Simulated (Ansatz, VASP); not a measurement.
## One calculation of SnO, two programs

```
Sn O
1.0
     3.35500    0.00000    0.00000
     0.00000    5.67410    0.00000
     0.00000    0.00000    4.22197
Sn O
2 2
Cartesian
  -0.0140 1.1579 2.0637
  1.6687 4.2591 -0.0466
  -0.0106 5.0159 3.1143
  1.6639 0.4038 1.0036
```

Alike in both runs: task single point; functional LDA; k mesh 4 × 3 × 3; no spin polarisation.

|  | VASP | Ansatz |
| --- | --- | --- |
| version | VASP 6.6.1 | Ansatz 0.2.0 |
| potentials or method | VASP PAW LDA potentials, release 64 (Sn_d, O) | plane waves, PAW |
| plane-wave cutoff (eV) | 520 | 420 |
| occupations | gaussian, width 0.01 eV | fixed |
| valence electrons in the cell | 40 | 40 |

Ansatz gave:

```
rms of the force components (eV/Å) : 0.011
```

Task: What did VASP give for the same quantities?

Result: rms of the force components (eV/Å): 0.046.

LDA's correlation is that of Perdew and Zunger in VASP and of Perdew and Wang (1992) in Ansatz. Atom by atom the forces differ by 0.047 eV/Å (rms over components).

The k mesh is coarse, so the values compare programs but aren't converged.
